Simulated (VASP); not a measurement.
# ZnS (P6_3mc) in VASP: notebook

ZnS is run at these levels: r2SCAN; tasks: single point.

Everything below comes from runs of VASP 6.6.1. Logs are shortened: lines on timing, memory, paths and dates and some standing lists are left out, and cuts for length are marked.

## 1. The cell of the first run

It takes space group P6_3mc (No. 186, hexagonal). The conventional cell has a = 3.845 Å, b = 3.845 Å, c = 6.307 Å, α = 90.00°, β = 90.00°, γ = 120.00°. Within 3.1 Å of Zn (site symmetry 3m) lie 4 S at 2.36 Å. S (site symmetry 3m) has 4 Zn at 2.36 Å within 3.1 Å.

## 2. Single point, r2SCAN

POSCAR

```
ZnS
1.0
    3.8445837916      0.0000000000      0.0000000000
   -1.9222918958      3.3295072305      0.0000000000
    0.0000000000      0.0000000000      6.3072508665
Zn S
2 2
Direct
    0.3333333333      0.6666666667      0.0003440772
    0.6666666667      0.3333333333      0.5003440772
    0.3333333333      0.6666666667      0.3746559228
    0.6666666667      0.3333333333      0.8746559228
```

INCAR.step1

```
ALGO = Normal
EDIFF = 1E-4
ENCUT = 520
GGA = PE
ISMEAR = 0
LASPH = T
LCHARG = F
LREAL = F
LWAVE = T
NBANDS = 26
NELM = 60
PREC = Accurate
SIGMA = 0.02
```

INCAR.step2

```
ALGO = Normal
EDIFF = 1E-6
ENCUT = 520
ISIF = 2
ISMEAR = 0
ISTART = 1
LASPH = T
LCHARG = F
LMIXTAU = T
LREAL = F
LWAVE = F
METAGGA = R2SCAN
NBANDS = 26
NELM = 60
PREC = Accurate
SIGMA = 0.02
```

KPOINTS

```
k-points
0
Gamma
  6 6 4
```

Potentials or basis: VASP PAW PBE potentials, release 64 (Zn, S).

The run is started by

```
$ cat potpaw_PBE.64/Zn/POTCAR potpaw_PBE.64/S/POTCAR > POTCAR
$ cp INCAR.step1 INCAR
$ mpirun -np 1 vasp_std > vasp.out
$ cp INCAR.step2 INCAR
$ mpirun -np 1 vasp_std > vasp.out
```

OUTCAR:

```text
EDIFF = 1E-6
   ENCUT = 520
   ISIF = 2
   ISMEAR = 0
   ISTART = 1
   LASPH = T
   LREAL = F
   METAGGA = R2SCAN
   NELM = 60
   PREC = Accurate

 ion  position               nearest neighbor table
   1  0.333  0.667  0.000-   4 2.36   4 2.36   4 2.36   3 2.36
   2  0.667  0.333  0.500-   3 2.36   3 2.36   3 2.36   4 2.36
   3  0.333  0.667  0.375-   2 2.36   2 2.36   2 2.36   1 2.36
   4  0.667  0.333  0.875-   1 2.36   1 2.36   1 2.36   2 2.36

  LATTYP: Found a hexagonal cell.
 ALAT       =     3.8445837916
 C/A-ratio  =     1.6405549231

  Lattice vectors:

 A1 = (   3.8445837916,   0.0000000000,   0.0000000000)
 A2 = (  -1.9222918958,   3.3295072305,   0.0000000000)
 A3 = (   0.0000000000,   0.0000000000,   6.3072508665)

Analysis of symmetry for initial positions (statically):
=====================================================================
 Subroutine PRICEL returns:
 Original cell was already a primitive cell.

 Routine SETGRP: Setting up the symmetry group for a
 hexagonal supercell.

 Subroutine GETGRP returns: Found 12 space group operations
 (whereof  6 operations were pure point group operations)
 out of a pool of 24 trial point group operations.

The static configuration has the point symmetry C_3v.
 The point group associated with its full space group is C_6v.

Analysis of symmetry for dynamics (positions and initial velocities):
=====================================================================
 Subroutine PRICEL returns:
 Original cell was already a primitive cell.

 Routine SETGRP: Setting up the symmetry group for a
 hexagonal supercell.

 Subroutine GETGRP returns: Found 12 space group operations
 (whereof  6 operations were pure point group operations)
 out of a pool of 24 trial point group operations.

The dynamic configuration has the point symmetry C_3v.
 The point group associated with its full space group is C_6v.

 Subroutine INISYM returns: Found 12 space group operations
 (whereof  6 operations are pure point group operations),
 and found     1 'primitive' translations

----------------------------------------------------------------------------------------

                                     Primitive cell

  volume of cell :      80.7364

  direct lattice vectors                    reciprocal lattice vectors
     3.844583792  0.000000000  0.000000000     0.260106179  0.150172372  0.000000000
    -1.922291896  3.329507230  0.000000000     0.000000000  0.300344745  0.000000000
     0.000000000  0.000000000  6.307250867     0.000000000  0.000000000  0.158547681

  length of vectors
     3.844583792  3.844583792  6.307250867     0.300344745  0.300344745  0.158547681

  position of ions in fractional coordinates (direct lattice)
     0.333333333  0.666666667  0.000344077
     0.666666667  0.333333333  0.500344077
     0.333333333  0.666666667  0.374655923
     0.666666667  0.333333333  0.874655923

  ion indices of the primitive-cell ions
   primitive index   ion index
                 1           1
                 2           2
                 3           3
                 4           4

----------------------------------------------------------------------------------------

 KPOINTS: k-points

Automatic generation of k-mesh.
 Grid dimensions read from file:
 generate k-points for:    6    6    4

 Generating k-lattice:

  Cartesian coordinates                     Fractional coordinates (reciprocal lattice)
     0.043351030  0.025028729  0.000000000     0.166666667  0.000000000  0.000000000
     0.000000000  0.050057457  0.000000000     0.000000000  0.166666667  0.000000000
     0.000000000  0.000000000  0.039636920     0.000000000  0.000000000  0.250000000

  Length of vectors
     0.050057457  0.050057457  0.039636920

  Shift w.r.t. Gamma in fractional coordinates (k-lattice)
     0.000000000  0.000000000  0.000000000

 Subroutine IBZKPT returns following result:
 ===========================================

 Found     21 irreducible k-points:

 Following reciprocal coordinates:
            Coordinates               Weight
  0.000000  0.000000  0.000000      1.000000
  0.166667 -0.000000  0.000000      6.000000
  0.333333 -0.000000  0.000000      6.000000
  0.500000  0.000000  0.000000      3.000000
  0.166667  0.166667  0.000000      6.000000
  0.333333  0.166667  0.000000     12.000000
[... 13 lines left out ...]
  0.333333  0.166667  0.500000     12.000000
  0.333333  0.333333  0.500000      2.000000
   k-points           NKPTS =     21   k-points in BZ     NKDIM =     21   number of bands    NBANDS=     26
   number of dos      NEDOS =    301   number of ions     NIONS =      4
   total plane-waves  NPLWV =  43200
   dimension x,y,z NGX =    30 NGY =   30 NGZ =   48
   dimension x,y,z NGXF=    60 NGYF=   60 NGZF=   96
   ions per type =               2   2
   NGX,Y,Z   is equivalent  to a cutoff of  12.97, 12.97, 12.65 a.u.
   NGXF,Y,Z  is equivalent  to a cutoff of  25.94, 25.94, 25.30 a.u.
 SYSTEM =  unknown system
   PREC   = accura    normal or accurate (medium, high low for compatibility)
   ISTART =      1    job   : 0-new  1-cont  2-samecut
   ICHARG =      0    charge: 1-file 2-atom 10-const
   ISPIN  =      1    spin polarized calculation?
   LNONCOLLINEAR =      F non collinear calculations
   LSORBIT =      F    spin-orbit coupling
   LASPH  =      T    aspherical Exc in radial PAW
   ENCUT  =  520.0 eV  38.22 Ry    6.18 a.u.   7.15  7.15 11.73*2*pi/ulx,y,z
   NELM   =     60;   NELMIN=  2; NELMDL=  0     # of ELM steps
   EDIFF  = 0.1E-05   stopping-criterion for ELM
   LREAL  =      F    real-space projection
   EDIFFG = 0.1E-04   stopping-criterion for IOM
   NSW    =      0    number of steps for IOM
   IBRION =     -1    ionic relax: 0-MD 1-quasi-New 2-CG
   NFREE  =      0    steps in history (QN), initial steepest desc. (CG)
   ISIF   =      2    stress and relaxation
   ISYM   =      2    0-nonsym 1-usesym 2-fastsym
   POTIM  = 0.5000    time-step for ionic-motion
   TEBEG  =    0.0;   TEEND  =   0.0 temperature during run
   PSTRESS=    0.0 pullay stress
   NELECT =      36.0000    total number of electrons
   NUPDOWN=      -1.0000    fix difference up-down
   EMIN   =  10.00;   EMAX   =-10.00  energy-range for DOS
   EFERMI =   0.00;   METHOD = LEGACY
   ISMEAR =     0;   SIGMA  =   0.02  broadening in eV -4-tet -1-fermi 0-gaus
   EFERMI_NEDOS =   21; number of points for ismear=-14 and -15
   IALGO  =     38    algorithm
   IMIX   =      4    mixing-type and parameters
     AMIX     =   0.40;   BMIX     =  1.00
     AMIX_MAG =   1.60;   BMIX_MAG =  1.00
  volume/ion in A,a.u.               =      20.18       136.21
  Fermi-wavevector in a.u.,A,eV,Ry     =   1.250698  2.363477 21.282859  1.564246
  Thomas-Fermi vector in A             =   2.384680
   LORBIT       =      0    0 simple, 1 ext, 2 COOP (PROOUT), +10 PAW based schemes
   METAGGA = R2SCAN    functional components
   LHFCALC =     F    Hartree Fock is set to
   AEXX    =    0.0000 exact exchange contribution
   IVDW    =     0    specifies the selected vdW correction
   LEPSILON=     F    determine dielectric tensor
   LRPA    =     F    only Hartree local field effects (RPA)
 non-spin polarized calculation
 Gauss-broadening in eV      SIGMA  =   0.02
  energy-cutoff  :      520.00
  volume of cell :       80.74
 maximum number of plane-waves:      2208
 NGX is ok and might be reduce to    30
   NGX = 15   NGY = 15   NGZ = 23

 number of electron      36.0000028 magnetization

 Free energy of the ion-electron system (eV)
  ---------------------------------------------------
  ext. energy  EPLUGINS =         0.00000000
  ---------------------------------------------------
  free energy    TOTEN  =       -37.70444701 eV

  energy without entropy =      -37.70444701  energy(sigma->0) =      -37.70444701

 E-fermi :   1.7801     XC(G=0): -10.1612

 val. band max:        1.6394112199   @ k =   0.0000   0.0000   0.0000
 cond. band min:       4.2829318711   @ k =   0.0000   0.0000   0.0000
 fundamental gap:      2.6435206512
 Fermi energy:         1.7800706594

 k-point     1 :       0.0000    0.0000    0.0000
  band No.  band energies     occupation
      1     -11.8986      2.00000
      2     -10.9933      2.00000
      3      -4.7793      2.00000
      4      -4.7657      2.00000
      5      -4.7657      2.00000
      6      -4.6800      2.00000
[... 18 lines left out ...]
     25       9.8630      0.00000
     26      11.3448      0.00000

 k-point     2 :       0.1667   -0.0000    0.0000
  band No.  band energies     occupation
      1     -11.7201      2.00000
      2     -10.8972      2.00000
      3      -4.7721      2.00000
      4      -4.7417      2.00000
      5      -4.7315      2.00000
      6      -4.6530      2.00000
[... 18 lines left out ...]
     25      10.3528      0.00000
     26      10.6810      0.00000

 k-point     3 :       0.3333   -0.0000    0.0000
  band No.  band energies     occupation
      1     -11.2942      2.00000
      2     -10.7261      2.00000
      3      -4.7487      2.00000
      4      -4.6764      2.00000
      5      -4.6706      2.00000
      6      -4.5266      2.00000
[... 18 lines left out ...]
     25      10.7855      0.00000
     26      11.9182      0.00000

 k-point     4 :       0.5000    0.0000    0.0000
  band No.  band energies     occupation
      1     -11.0027      2.00000
      2     -10.6904      2.00000
      3      -4.7361      2.00000
      4      -4.6575      2.00000
      5      -4.5122      2.00000
      6      -4.5020      2.00000
[... 18 lines left out ...]
     25      11.1697      0.00000
     26      13.7429      0.00000
[... 409 lines left out ...]
      1     -11.1013      2.00000
      2     -11.1013      2.00000
      3      -4.7244      2.00000
      4      -4.7244      2.00000
      5      -4.6372      2.00000
      6      -4.6372      2.00000
[... 18 lines left out ...]
     25      10.5396      0.00000
     26      10.5396      0.00000

 k-point    20 :       0.3333    0.1667    0.5000
  band No.  band energies     occupation
      1     -10.8426      2.00000
      2     -10.8426      2.00000
      3      -4.6867      2.00000
      4      -4.6867      2.00000
      5      -4.5727      2.00000
      6      -4.5727      2.00000
[... 18 lines left out ...]
     25      11.2678      0.00000
     26      11.2678      0.00000

 k-point    21 :       0.3333    0.3333    0.5000
  band No.  band energies     occupation
      1     -10.7541      2.00000
      2     -10.7541      2.00000
      3      -4.6226      2.00000
      4      -4.6226      2.00000
      5      -4.5954      2.00000
      6      -4.5954      2.00000
[... 18 lines left out ...]
     25      11.8629      0.00000
     26      11.8629      0.00000

------------------------ aborting loop because EDIFF is reached ----------------------------------------

  FORCE on cell =-STRESS in cart. coord.  units (eV):
  Direction    XX          YY          ZZ          XY          YZ          ZX
  --------------------------------------------------------------------------------------
  -------------------------------------------------------------------------------------
  Total       -1.0723663     -1.0723663     -1.1092009      0.0000000      0.0000000      0.0000000
  in kB      -21.2806240    -21.2806240    -22.0115893      0.0000000      0.0000000      0.0000000
  external PRESSURE =     -21.5242791 kB  Pullay stress =       0.0000000 kB

 VOLUME and BASIS-vectors are now :
 -----------------------------------------------------------------------------
  energy-cutoff  :      520.00
  volume of cell :       80.74
      direct lattice vectors                 reciprocal lattice vectors
     3.844583792  0.000000000  0.000000000     0.260106179  0.150172372  0.000000000
    -1.922291896  3.329507230  0.000000000     0.000000000  0.300344745  0.000000000
     0.000000000  0.000000000  6.307250867     0.000000000  0.000000000  0.158547681

 POSITION                                       TOTAL-FORCE (eV/Angst)
 -----------------------------------------------------------------------------------
     -0.00000      2.21967      0.00217         0.000000      0.000000     -0.015764
      1.92229      1.10984      3.15580        -0.000000     -0.000000     -0.015764
     -0.00000      2.21967      2.36305        -0.000000      0.000000      0.015764
      1.92229      1.10984      5.51667        -0.000000      0.000000      0.015764
 -----------------------------------------------------------------------------------
    total drift:                                0.000000      0.000001     -0.051465

  FREE ENERGIE OF THE ION-ELECTRON SYSTEM (eV)
  ---------------------------------------------------
  free  energy   TOTEN  =       -37.7044470069 eV

  energy  without entropy=      -37.7044470069  energy(sigma->0) =      -37.70444701
```

Wall time 4.5 min (1 thread of Intel Xeon 8259CL, shared host); peak memory 0.22 GiB.

Results:

```
Free energy            : -37.7044 eV
Pressure               : -2.2 GPa
Largest force          : 0.016 eV/Å
Band gap on the k mesh : 2.64 eV
```

Forces on the atoms (eV/Å):
```
Zn   0.000  0.000 -0.016
Zn   0.000  0.000 -0.016
S    0.000  0.000  0.016
S    0.000  0.000  0.016
```

Caveat: the PAW data sets were made with another functional, which shifts forces and pressure a little.

## 3. Single point, r2SCAN (equal strain along all axes, cell held: +2.0 %, then relaxed in part)

POSCAR

```
ZnS
1.0
    3.8826489777      0.0000000000      0.0000000000
   -1.9413244888      3.3624726487      0.0000000000
    0.0000000000      0.0000000000      6.3696988949
Zn S
2 2
Direct
    0.3333333333      0.6666666667      0.0002927155
    0.6666666667      0.3333333333      0.5002927155
    0.3333333333      0.6666666667      0.3747072845
    0.6666666667      0.3333333333      0.8747072845
```

INCAR.step1

```
PREC = Accurate
ENCUT = 520
ISMEAR = 0
SIGMA = 0.02
LREAL = F
LASPH = T
NELM = 80
NBANDS = 26
GGA = PE
ALGO = Normal
EDIFF = 1E-4
LWAVE = T
LCHARG = F
```

INCAR.step2

```
PREC = Accurate
ENCUT = 520
EDIFF = 1E-7
ISMEAR = 0
SIGMA = 0.02
LREAL = F
LASPH = T
NELM = 80
ALGO = Normal
ISIF = 2
LWAVE = F
LCHARG = F
METAGGA = R2SCAN
LMIXTAU = T
NBANDS = 26
ISTART = 1
```

KPOINTS

```
Automatic mesh
0
Gamma
  6 6 4
```

Potentials or basis: VASP PAW PBE potentials, release 64 (Zn, S).

The run is started by

```
$ cat potpaw_PBE.64/Zn/POTCAR potpaw_PBE.64/S/POTCAR > POTCAR
$ cp INCAR.step1 INCAR
$ mpirun -np 1 vasp_std > vasp.out
$ cp INCAR.step2 INCAR
$ mpirun -np 1 vasp_std > vasp.out
```

Wall time 4.2 min (1 thread of Intel Xeon 8259CL, shared host); peak memory 0.22 GiB.

The run converged. Its results:

| Property | Result |
| --- | --- |
| Free energy | -37.6562 eV |
| Pressure | -4.1 GPa |
| Largest force | 0.016 eV/Å |
| Band gap on the k mesh | 2.50 eV |

Forces on the atoms (eV/Å):
```
Zn   0.000  0.000 -0.016
Zn   0.000  0.000 -0.016
S    0.000  0.000  0.016
S    0.000  0.000  0.016
```

Stress tensor (GPa, compression positive):
```
-4.06  0.00  0.00
 0.00 -4.06  0.00
 0.00  0.00 -4.17
```

Levels at points of the mesh, in eV from the valence-band top:
| k point | band 15 | band 16 | band 17 | band 18 | band 19 | band 20 | band 21 | band 22 |
| --- | --- | --- | --- | --- | --- | --- | --- | --- |
| (0.00, 0.00, 0.00) | -0.83 | -0.08 | 0.00 | 0.00 | 2.50 | 3.50 | 6.84 | 6.84 |
| (0.50, 0.00, 0.00) | -3.07 | -2.09 | -1.56 | -0.83 | 4.08 | 4.61 | 5.49 | 7.41 |
| (0.00, 0.00, 0.50) | -0.43 | -0.43 | -0.43 | -0.43 | 3.92 | 3.92 | 7.20 | 7.20 |
| (0.50, 0.00, 0.50) | -1.53 | -1.53 | -1.51 | -1.51 | 3.94 | 3.94 | 5.69 | 5.69 |

Caveat: the cell differs from its parent crystal (equal strain along all axes, cell held: +2.0 %, then relaxed in part); the cell stands under tension; the PAW data sets were made with another functional, which shifts forces and pressure a little.

## 4. Single point, r2SCAN

This run uses another cell than the first one, of 20.79 Å³/atom.

POSCAR is that of step 3.

INCAR.step1

```
SYSTEM = ZnS
ALGO     = Normal         ! electronic algorithm
EDIFF    = 1E-4           ! SCF threshold, eV
ENCUT    = 520            ! plane-wave cutoff, eV
GGA      = PE             ! functional
ISMEAR   = 0              ! smearing method
LASPH    = .True.         ! aspherical terms in the spheres
LCHARG   = .False.        ! write CHGCAR
LREAL    = .False.        ! projectors in reciprocal space
LWAVE    = .True.         ! write WAVECAR
NBANDS   = 26             ! bands
NELM     = 80             ! most SCF steps
PREC     = Accurate       ! precision mode
SIGMA    = 0.02           ! smearing width, eV
```

INCAR.step2

```
SYSTEM = ZnS
ALGO     = Normal         ! electronic algorithm
EDIFF    = 1E-7           ! SCF threshold, eV
ENCUT    = 520            ! plane-wave cutoff, eV
ISIF     = 2              ! what is computed and relaxed
ISMEAR   = 0              ! smearing method
ISTART   = 1            
LASPH    = .True.         ! aspherical terms in the spheres
LCHARG   = .False.        ! write CHGCAR
LMIXTAU  = .True.       
LREAL    = .False.        ! projectors in reciprocal space
LWAVE    = .False.        ! write WAVECAR
METAGGA  = R2SCAN         ! meta-GGA
NBANDS   = 26             ! bands
NELM     = 80             ! most SCF steps
PREC     = Accurate       ! precision mode
SIGMA    = 0.02           ! smearing width, eV
```

KPOINTS

```
k-points
0
Gamma
  6 6 4
  0 0 0
```

The run is started by

```
$ cat potpaw_PBE.64/Zn/POTCAR potpaw_PBE.64/S/POTCAR > POTCAR
$ cp INCAR.step1 INCAR
$ mpirun -np 1 vasp_std > vasp.out
$ cp INCAR.step2 INCAR
$ mpirun -np 1 vasp_std > vasp.out
```

Run time: 4.1 min. Hardware: 1 thread of Intel Xeon 8259CL, shared host; peak memory 0.22 GiB.

Results (log left out):

| Item | Value |
| --- | --- |
| Free energy | -37.6562 eV |
| Pressure | -4.1 GPa |
| Largest force | 0.016 eV/Å |
| Band gap on the k mesh | 2.50 eV |

Forces on the atoms (eV/Å):
```
Zn   0.000  0.000 -0.016
Zn   0.000  0.000 -0.016
S    0.000  0.000  0.016
S    0.000  0.000  0.016
```

Stress tensor (GPa, compression positive):
```
-4.06  0.00  0.00
 0.00 -4.06  0.00
 0.00  0.00 -4.17
```

Levels at points of the mesh, in eV from the valence-band top:
```
           k point  band 15  band 16  band 17  band 18  band 19  band 20  band 21  band 22
(0.00, 0.00, 0.00)    -0.83    -0.08     0.00     0.00     2.50     3.50     6.84     6.84
(0.50, 0.00, 0.00)    -3.07    -2.09    -1.56    -0.83     4.08     4.61     5.49     7.41
(0.00, 0.00, 0.50)    -0.43    -0.43    -0.43    -0.43     3.92     3.92     7.20     7.20
(0.50, 0.00, 0.50)    -1.53    -1.53    -1.51    -1.51     3.94     3.94     5.69     5.69
```

Caveat: the cell stands under tension; the PAW data sets were made with another functional, which shifts forces and pressure a little.
